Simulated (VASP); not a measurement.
Wanted: the native input for a VASP 6.6.1 run.

| Property | Result |
| --- | --- |
| Task | single point |
| Functional | PBE |
| Potentials or basis | VASP PAW PBE potentials, release 64 (Li_sv) |
| Cutoff | 520 eV |
| k mesh | 15 × 15 × 15 |
| Occupations | fermi-dirac, width 0.08 eV |
| Spin | no spin polarisation |
| Dipole correction | no |
| Further INCAR settings | ALGO = Normal; EDIFF = 1e-07; NBANDS = 8 |

The structure of Li lies in POSCAR:

```
Li
1.0
   -1.7382546797      1.7382546797      1.7382546797
    1.7382546797     -1.7382546797      1.7382546797
    1.7382546797      1.7382546797     -1.7382546797
Li
1
Direct
    0.0000000000      0.0000000000      0.0000000000
```

This cell differs from its parent crystal: volume scaled by 0.98.

The input as run:

INCAR

```
SYSTEM = Li
PREC = Accurate
ENCUT = 520
EDIFF = 1E-7
ISMEAR = -1
SIGMA = 0.08
LREAL = .False.
LASPH = .True.
NELM = 60
ALGO = Normal
ISIF = 2
LWAVE = .False.
LCHARG = .False.
GGA = PE
NBANDS = 8
```

KPOINTS

```
Automatic mesh
0
Gamma
  15 15 15
  0 0 0
```

Potentials or basis: VASP PAW PBE potentials, release 64 (Li_sv).

Command:

```sh
$ cat potpaw_PBE.64/Li_sv/POTCAR > POTCAR
$ mpirun -np 1 vasp_std > vasp.out
```

It took 13 s on 1 thread of Intel Xeon 6975P-C, on a shared host, peak memory 0.13 GiB.
